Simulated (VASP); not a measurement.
Here is a VASP 6.6.1 calculation.

Contents of INCAR:

```
ALGO = Normal
EDIFF = 1E-6
ENCUT = 600
GGA = PE
GGA_COMPAT = False
ISIF = 2
ISMEAR = -1
LASPH = True
LCHARG = False
LREAL = False
LWAVE = False
NBANDS = 17
NELM = 120
PREC = Accurate
SIGMA = 0.02
```

KPOINTS

```
k-points
0
Gamma
  8 8 8
```

File POSCAR:

```
SnO
1.0
    3.0714416921      0.0000000000      0.0000000000
    0.0000000000      3.0714416921      0.0000000000
    0.0000000000      0.0000000000      3.1289788538
Sn O
1 1
Direct
    0.0000000000      0.0000000000      0.0000000000
    0.5000000000      0.5000000000      0.5000000000
```

Potentials or basis: VASP PAW PBE potentials, release 64 (Sn_d, O).

Launch:

```console
$ cat potpaw_PBE.64/Sn_d/POTCAR potpaw_PBE.64/O/POTCAR > POTCAR
$ mpirun -np 1 vasp_std > vasp.out
```

Problem. What does it give for the band gap on the k mesh?

Solution. Zero (bands 10 and 11 overlap by 0.25 eV).

Problem. What does it give for the pressure?

Solution. 4.3 GPa.

Stress tensor (GPa, compression positive):
```
4.93 0.00 0.00
0.00 4.93 0.00
0.00 0.00 2.96
```

Caveat: the cell differs from its parent crystal (epitaxial xy strain -1.0%); the cell stands under pressure; semilocal functionals underestimate gaps, so a narrow gap can read as zero; spin-orbit coupling is left out, which moves the levels of the heavy elements.
